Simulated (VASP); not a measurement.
# Ir (P6_3/mmc) in VASP: notebook, part 2 of 2

VASP 6.6.1.

## Step 5: Single point, PBE-based screened hybrid with 25 % exact exchange

This run uses another cell than the first one, of 14.63 Å³/atom.

POSCAR

```
Ir
1.0
    2.7513778946      0.0000000000      0.0000000000
   -1.3756889473      2.3827631521      0.0000000000
    0.0000000000      0.0000000000      4.4622900000
Ir
2
Direct
    0.3333333333      0.6666666667      0.2500000000
    0.6666666667      0.3333333333      0.7500000000
```

INCAR.step1

```
ALGO     = Normal         # electronic algorithm
EDIFF    = 1E-5           # SCF threshold, eV
ENCUT    = 420            # plane-wave cutoff, eV
GGA      = PE             # functional
GGA_COMPAT= F            
ISIF     = 2              # what is computed and relaxed
ISMEAR   = -1             # smearing method
LASPH    = T              # aspherical terms in the spheres
LCHARG   = F              # write CHGCAR
LREAL    = F              # projectors in reciprocal space
LWAVE    = T              # write WAVECAR
NBANDS   = 24             # bands
NELM     = 120            # most SCF steps
PREC     = Accurate       # precision mode
SIGMA    = 0.05           # smearing width, eV
```

INCAR.step2

```
AEXX     = 0.25           # exact-exchange fraction
ALGO     = Normal         # electronic algorithm
EDIFF    = 1E-6           # SCF threshold, eV
ENCUT    = 420            # plane-wave cutoff, eV
GGA      = PE             # functional
GGA_COMPAT= F            
HFSCREEN = 0.3            # screening, 1/A
ISIF     = 2              # what is computed and relaxed
ISMEAR   = -1             # smearing method
ISTART   = 1            
LASPH    = T              # aspherical terms in the spheres
LCHARG   = F              # write CHGCAR
LHFCALC  = T              # exact exchange
LREAL    = F              # projectors in reciprocal space
LWAVE    = F              # write WAVECAR
NBANDS   = 24             # bands
NELM     = 120            # most SCF steps
PREC     = Accurate       # precision mode
PRECFOCK = Normal       
SIGMA    = 0.05           # smearing width, eV
```

KPOINTS

```
k-points
0
Gamma
  6 6 3
```

Potentials or basis: VASP PAW PBE potentials, release 64 (Ir_sv_GW).

On the command line:

```console
$ cat potpaw_PBE.64/Ir_sv_GW/POTCAR > POTCAR
$ cp INCAR.step1 INCAR
$ mpirun -np 1 vasp_std > vasp.out
$ cp INCAR.step2 INCAR
$ mpirun -np 1 vasp_std > vasp.out
```

OUTCAR:

```text
AEXX = 0.25
   EDIFF = 1E-6
   ENCUT = 420
   GGA = PE
   HFSCREEN = 0.3
   ISIF = 2
   ISMEAR = -1
   ISTART = 1
   LASPH = T
   LHFCALC = T
   LREAL = F
   NELM = 120
   PREC = Accurate
   PRECFOCK = Normal

 ion  position               nearest neighbor table
   1  0.333  0.667  0.250-   2 2.74   2 2.74   2 2.74   2 2.74   2 2.74   2 2.74
   2  0.667  0.333  0.750-   1 2.74   1 2.74   1 2.74   1 2.74   1 2.74   1 2.74

  LATTYP: Found a hexagonal cell.
 ALAT       =     2.7513778946
 C/A-ratio  =     1.6218382828

  Lattice vectors:

 A1 = (   2.7513778946,   0.0000000000,   0.0000000000)
 A2 = (  -1.3756889473,   2.3827631521,   0.0000000000)
 A3 = (   0.0000000000,   0.0000000000,   4.4622900000)

Analysis of symmetry for initial positions (statically):
=====================================================================
 Subroutine PRICEL returns:
 Original cell was already a primitive cell.

 Routine SETGRP: Setting up the symmetry group for a
 hexagonal supercell.

 Subroutine GETGRP returns: Found 24 space group operations
 (whereof 12 operations were pure point group operations)
 out of a pool of 24 trial point group operations.

The static configuration has the point symmetry D_3d.
 The point group associated with its full space group is D_6h.

Analysis of symmetry for dynamics (positions and initial velocities):
=====================================================================
 Subroutine PRICEL returns:
 Original cell was already a primitive cell.

 Routine SETGRP: Setting up the symmetry group for a
[... 111 lines left out ...]
   ISMEAR =    -1;   SIGMA  =   0.05  broadening in eV -4-tet -1-fermi 0-gaus
   EFERMI_NEDOS =   21; number of points for ismear=-14 and -15
   IALGO  =     38    algorithm
   IMIX   =      1    mixing-type and parameters
     AMIX     =   0.40;   BMIX     =  1.00
     AMIX_MAG =   1.60;   BMIX_MAG =  1.00
  volume/ion in A,a.u.               =      14.63        98.71
  Fermi-wavevector in a.u.,A,eV,Ry     =   1.721227  3.252648 40.308928  2.962623
  Thomas-Fermi vector in A             =   2.797519
   LORBIT       =      0    0 simple, 1 ext, 2 COOP (PROOUT), +10 PAW based schemes
   GGA     = PE    functional components
   LHFCALC =     T    Hartree Fock is set to
   PRECFOCK=normal    Normal, Fast or Accurate (Low or Medium for compatibility)
   ENCUT4O =  -1.0   cutoff for four orbital integrals eV
   NKREDX  =     1    reduce k-point grid by
   NKREDY  =     1    reduce k-point grid by
   NKREDZ  =     1    reduce k-point grid by
   AEXX    =    0.2500 exact exchange contribution
   HFSCREEN=    0.3000 screening length (either q_TF or 0.3 A-1)
   HFSCREENC=   0.3000 screening length for correlation (either q_TF or 0.3 A-1)
   ENCUTFOCK=  -1.0 apply spherical cutoff to Coloumb kernel
   IVDW    =     0    specifies the selected vdW correction
   LEPSILON=     F    determine dielectric tensor
   LRPA    =     F    only Hartree local field effects (RPA)
 non-spin polarized calculation
  energy-cutoff  :      420.00
  volume of cell :       29.25
 maximum number of plane-waves:       583
  NGX = 14; NGY = 14; NGZ = 24

 number of electron      34.0000000 magnetization

 Free energy of the ion-electron system (eV)
  ---------------------------------------------------
  ext. energy  EPLUGINS =         0.00000000
  ---------------------------------------------------
  free energy    TOTEN  =       -18.92417763 eV

  energy without entropy =      -18.90775094  energy(sigma->0) =      -18.91596429

 E-fermi :  11.8280     XC(G=0): -11.7873

 val. band max:       11.6518408990   @ k =   0.3333  -0.0000   0.3333
 cond. band min:      11.8882287339   @ k =   0.3333   0.1667   0.3333
 fundamental gap:      0.2363878349
 Fermi energy:        11.8280494889

 k-point     1 :       0.0000    0.0000    0.0000
  band No.  band energies     occupation
      1     -85.0976      2.00000
      2     -85.0247      2.00000
      3     -41.1183      2.00000
      4     -40.2812      2.00000
      5     -40.2812      2.00000
      6     -40.2550      2.00000
[... 367 lines left out ...]
     23      22.1982      0.00000
     24      23.8821      0.00000

------------------------ aborting loop because EDIFF is reached ----------------------------------------

  FORCE on cell =-STRESS in cart. coord.  units (eV):
  Direction    XX          YY          ZZ          XY          YZ          ZX
  --------------------------------------------------------------------------------------
  -------------------------------------------------------------------------------------
  Total       -1.8969320     -1.8969320     -4.5053638     -0.0000000      0.0000000      0.0000000
  in kB     -103.8899238   -103.8899238   -246.7468029     -0.0000000      0.0000000      0.0000000
  external PRESSURE =    -151.5088835 kB  Pullay stress =       0.0000000 kB

 VOLUME and BASIS-vectors are now :
 -----------------------------------------------------------------------------
  energy-cutoff  :      420.00
  volume of cell :       29.25
      direct lattice vectors                 reciprocal lattice vectors
     2.751377895  0.000000000  0.000000000     0.363454254  0.209840411  0.000000000
    -1.375688947  2.382763152  0.000000000     0.000000000  0.419680823  0.000000000
     0.000000000  0.000000000  4.462290000     0.000000000  0.000000000  0.224100182

 POSITION                                       TOTAL-FORCE (eV/Angst)
 -----------------------------------------------------------------------------------
     -0.00000      1.58851      1.11557         0.000000      0.000000      0.000000
      1.37569      0.79425      3.34672        -0.000000      0.000000     -0.000000
 -----------------------------------------------------------------------------------
    total drift:                               -0.000002     -0.000000     -0.000011

  FREE ENERGIE OF THE ION-ELECTRON SYSTEM (eV)
  ---------------------------------------------------
  free  energy   TOTEN  =       -18.9241776319 eV

  energy  without entropy=      -18.9077509418  energy(sigma->0) =      -18.91596429
```

OSZICAR.step1:

```text
N       E                     dE             d eps       ncg     rms          rms(c)
DAV:   1     0.287845370917E+03    0.28785E+03   -0.22599E+04   768   0.130E+03
DAV:   2    -0.136860368810E+02   -0.30153E+03   -0.29013E+03   832   0.454E+02
DAV:   3    -0.209761651384E+02   -0.72901E+01   -0.72431E+01   760   0.689E+01
DAV:   4    -0.209960177142E+02   -0.19853E-01   -0.19849E-01   768   0.381E+00
DAV:   5    -0.209960894994E+02   -0.71785E-04   -0.71740E-04   776   0.191E-01    0.104E+02
DAV:   6    -0.188517015088E+02    0.21444E+01   -0.37557E+00   704   0.148E+01    0.541E+01
DAV:   7    -0.187148004338E+02    0.13690E+00   -0.11522E+00   784   0.755E+00    0.927E+00
DAV:   8    -0.186622591737E+02    0.52541E-01   -0.19728E-01   696   0.389E+00    0.510E-01
DAV:   9    -0.186619222392E+02    0.33693E-03   -0.24183E-03   816   0.358E-01    0.520E-01
DAV:  10    -0.186616547509E+02    0.26749E-03   -0.35415E-04   744   0.213E-01    0.385E-01
DAV:  11    -0.186616529068E+02    0.18441E-05   -0.10217E-05   488   0.284E-02
   1 F= -.18661653E+02 E0= -.18649592E+02  d E =-.241212E-01
```

It took 19 min on 1 thread of Intel Xeon Platinum 8488C (Sapphire Rapids), shared host; peak memory 0.24 GiB.

What came out:

```
Free energy            : -18.9242 eV
Pressure               : -15.2 GPa
Band gap on the k mesh : zero (bands 17 and 18 overlap by 3.66 eV)
```

Caveat: the k points lie up to 0.47 Å⁻¹ apart, too coarse for converged energies and pressures of a metal; the PAW data sets were made with another functional, which shifts forces and pressure a little; spin-orbit coupling is left out, which moves the levels of the heavy elements.

## Step 6: Single point, PBE0

This run uses another cell than the first one, of 14.63 Å³/atom.

POSCAR is that of step 5.

INCAR.step1

```
PREC = Accurate
ENCUT = 520
EDIFF = 1E-5
ISMEAR = -1
SIGMA = 0.05
LREAL = F
LASPH = T
NELM = 80
ALGO = Normal
ISIF = 2
LWAVE = T
LCHARG = F
NBANDS = 16
GGA = PE
```

INCAR.step2

```
PREC = Accurate
ENCUT = 520
EDIFF = 1E-6
ISMEAR = -1
SIGMA = 0.05
LREAL = F
LASPH = T
NELM = 80
ALGO = Normal
ISIF = 2
LWAVE = F
LCHARG = F
GGA = PE
LHFCALC = T
AEXX = 0.25
PRECFOCK = Normal
NBANDS = 16
ISTART = 1
```

KPOINTS

```
regular mesh
0
Gamma
  6 6 3
```

Potentials or basis: VASP PAW PBE potentials, release 64 (Ir).

On the command line:

```console
$ cat potpaw_PBE.64/Ir/POTCAR > POTCAR
$ cp INCAR.step1 INCAR
$ mpirun -np 1 vasp_std > vasp.out
$ cp INCAR.step2 INCAR
$ mpirun -np 1 vasp_std > vasp.out
```

Run time: 15 min. Hardware: 1 thread of Intel Xeon Platinum 8488C (Sapphire Rapids), shared host; peak memory 0.17 GiB.

It converged, with:

| Item | Value |
| --- | --- |
| Free energy | -21.7264 eV |
| Pressure | -12.6 GPa |
| Band gap on the k mesh | zero (bands 9 and 10 overlap by 4.54 eV) |

Stress tensor (GPa, compression positive):
```
 -7.65   0.00   0.00
  0.00  -7.65   0.00
  0.00   0.00 -22.56
```

Levels at points of the mesh, in eV from the Fermi level:
| k point | band 6 | band 7 | band 8 | band 9 | band 10 | band 11 | band 12 | band 13 | band 14 | band 15 |
| --- | --- | --- | --- | --- | --- | --- | --- | --- | --- | --- |
| (0.00, 0.00, 0.00) | -4.01 | -4.01 | -3.20 | -3.20 | -1.23 | 0.86 | 0.86 | 8.25 | 15.86 | 18.06 |
| (0.50, 0.00, 0.00) | -4.03 | -3.74 | 1.12 | 1.46 | 1.54 | 3.63 | 5.29 | 9.53 | 11.46 | 12.64 |

Caveat: the k points lie up to 0.47 Å⁻¹ apart, too coarse for converged energies and pressures of a metal; the PAW data sets were made with another functional, which shifts forces and pressure a little; spin-orbit coupling is left out, which moves the levels of the heavy elements.

## Step 7: The runs side by side

| level | potentials or basis | cell | cutoff (eV) | share of exact exchange | screening parameter | gap on the mesh (eV) | pressure (GPa) |
| --- | --- | --- | --- | --- | --- | --- | --- |
| B3LYP | VASP PAW PBE potentials, release 64 (Ir_sv_GW) | a = 2.785, b = 2.785, c = 4.382 Å, angles 90.0, 90.0, 120.0°, 2 atoms | 420 | 0.2 | - | none | -0.2 |
| PBE-based screened hybrid with 25 % exact exchange | VASP PAW PBE potentials, release 64 (Ir_sv_GW) | a = 2.741, b = 2.741, c = 4.326 Å, angles 90.0, 90.0, 120.0°, 2 atoms | 420 | 0.25 | 0.3 1/Å | none | -1.6 |
| HF | VASP PAW PBE potentials, release 64 (Ir_sv_GW) | a = 2.740, b = 2.740, c = 4.288 Å, angles 90.0, 90.0, 120.0°, 2 atoms | 420 | 1 | - | none | -1.3 |
| PBE-based screened hybrid with 25 % exact exchange | VASP PAW PBE potentials, release 64 (Ir_sv_GW) | a = 2.751, b = 2.751, c = 4.462 Å, angles 90.0, 90.0, 120.0°, 2 atoms | 420 | 0.25 | 0.3 1/Å | none | -15.2 |
| PBE0 | VASP PAW PBE potentials, release 64 (Ir) | a = 2.751, b = 2.751, c = 4.462 Å, angles 90.0, 90.0, 120.0°, 2 atoms | 520 | 0.25 | - | none | -12.6 |

Alike in all rows: task single point; no spin polarisation; k mesh 6 × 6 × 3; smearing fermi-dirac 0.05 eV.

Caveats: all runs use coarse meshes; the PAW data sets were made with another functional, which shifts forces and pressure a little; spin-orbit coupling is left out, which moves the levels of the heavy elements.

Absolute energies hang on the potentials; compare differences alone.

The gap in the log of VASP goes by the Fermi energy; the results here count the filled bands.